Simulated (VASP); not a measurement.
## Hg: single point with PBE

Hg:

```
Hg
1.0
     2.07840    1.19996    1.97474
    -2.07840    1.19996    1.97474
     0.00000   -2.39993    1.97474
Hg
1
Cartesian
  -2.0784 1.2000 1.9747
```

| Item | Value |
| --- | --- |
| Program | VASP 6.6.1 |
| Task | single point |
| Functional | PBE |
| Potentials or basis | VASP PAW PBE potentials, release 64 (Hg) |
| Cutoff | 520 eV |
| k mesh | 10 × 10 × 10 |
| Occupations | fermi-dirac, width 0.2 eV |
| Spin | no spin polarisation |
| Dipole correction | no |
| Further INCAR settings | ALGO = Normal; EDIFF = 1e-06; NBANDS = 12 |

```json
{"Pressure": "0.1 GPa", "Band gap on the k mesh": "zero (band 6 reaches 4.26 eV, above the bottom of band 7 at 0.01 eV)"}
```

Stress tensor (GPa, compression positive):
```
0.14 0.00 0.00
0.00 0.14 0.00
0.00 0.00 0.04
```

Levels at points of the mesh, in eV from the Fermi level:
```csv
k point,band 3,band 4,band 5,band 6,band 7,band 8,band 9,band 10
"(0.00, 0.00, 0.00)",-7.55,-5.92,-5.92,-5.88,9.64,9.64,9.86,12.92
"(0.50, 0.00, 0.00)",-6.40,-6.30,-5.87,-2.89,-1.32,12.19,12.21,15.23
"(0.50, 0.50, 0.00)",-6.30,-6.27,-5.40,0.13,0.98,2.37,7.30,13.99
"(0.50, 0.50, 0.50)",-7.07,-5.38,-5.38,2.93,3.21,5.42,5.42,9.08
```

Run time: 11 s on 1 thread of Intel(R) Xeon(R) 6975P-C (Granite Rapids), on a shared host, peak memory 0.16 GiB.

Caveat: spin-orbit coupling is left out, which moves the levels of the heavy elements.
